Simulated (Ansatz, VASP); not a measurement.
## AlN in VASP and in Ansatz

```
CELL_PARAMETERS angstrom
-0.02427 -2.23823 -2.18290
-2.24433 -0.03167 -2.17550
2.20425 2.17595 -4.27925
ATOMIC_POSITIONS crystal
Al 0.49523 0.46878 0.52339
Al 0.94382 0.01472 0.02840
N 0.93406 0.84439 0.35547
N 0.37689 0.42212 0.84274
```

Change from the starting cell: cell x2, atoms moved at random (sigma 0.15 Å) and cell strained at random (1.5 %), then relaxed without symmetry.

Alike in both runs: task relaxation of cell and atoms; functional PBE; k mesh 6 × 6 × 6; occupations gaussian, width 0.1 eV; no spin polarisation.

|  | VASP | Ansatz |
| --- | --- | --- |
| version | VASP 6.6.1 | Ansatz 0.2.0 |
| potentials or method | VASP PAW PBE potentials, release 64 (Al, N), cutoff 600 eV | scalar-relativistic, plane waves, PAW |
| valence electrons in the cell | 16 | 16 |

|  | VASP | Ansatz | Ansatz less VASP |
| --- | --- | --- | --- |
| gap on the k mesh at the Fermi level, each at its own relaxed structure (eV) | 3.30 | 3.31 | +0.011 |
| relaxed volume (Å³/atom) | 10.65 | 10.67 | +0.019 |
| relaxed cell length with the largest relative difference (Å) | 3.111 | 3.113 | +0.0025 |
